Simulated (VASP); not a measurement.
A run of VASP 6.6.1:

The input INCAR:

```
PREC     = Accurate       # precision mode
ENCUT    = 520            # plane-wave cutoff, eV
EDIFF    = 1E-8           # SCF threshold, eV
ISMEAR   = -1             # smearing method
SIGMA    = 0.01           # smearing width, eV
LREAL    = False          # projectors in reciprocal space
LASPH    = True           # aspherical terms in the spheres
NELM     = 80             # most SCF steps
ALGO     = Normal         # electronic algorithm
ISIF     = 2              # what is computed and relaxed
LWAVE    = False          # write WAVECAR
LCHARG   = False          # write CHGCAR
GGA      = PE             # functional
LEFG     = True         
NBANDS   = 18             # bands
```

File KPOINTS:

```
regular mesh
0
Gamma
  9 9 9
```

Contents of POSCAR:

```
HfO2
1.0
    0.0000000000      2.5744375797      2.5744375797
    2.5744375797      0.0000000000      2.5744375797
    2.5744375797      2.5744375797      0.0000000000
Hf O
1 2
Direct
    0.0000000000      0.0000000000      0.0000000000
    0.2500000000      0.2500000000      0.2500000000
    0.7500000000      0.7500000000      0.7500000000
```

Potentials or basis: VASP PAW PBE potentials, release 64 (Hf_pv, O).

The run is started by

```bash
$ cat potpaw_PBE.64/Hf_pv/POTCAR potpaw_PBE.64/O/POTCAR > POTCAR
$ mpirun -np 1 vasp_std > vasp.out
```

Hardware: 1 thread of Intel(R) Xeon(R) Platinum 8559C (Emerald Rapids) (shared host).

Q: How long does it take, and how much memory?

A: It took 16 s on 1 thread of Intel(R) Xeon(R) Platinum 8559C (Emerald Rapids), on a shared host, peak memory 0.16 GiB. Counts: scf iterations 16, k points 35.
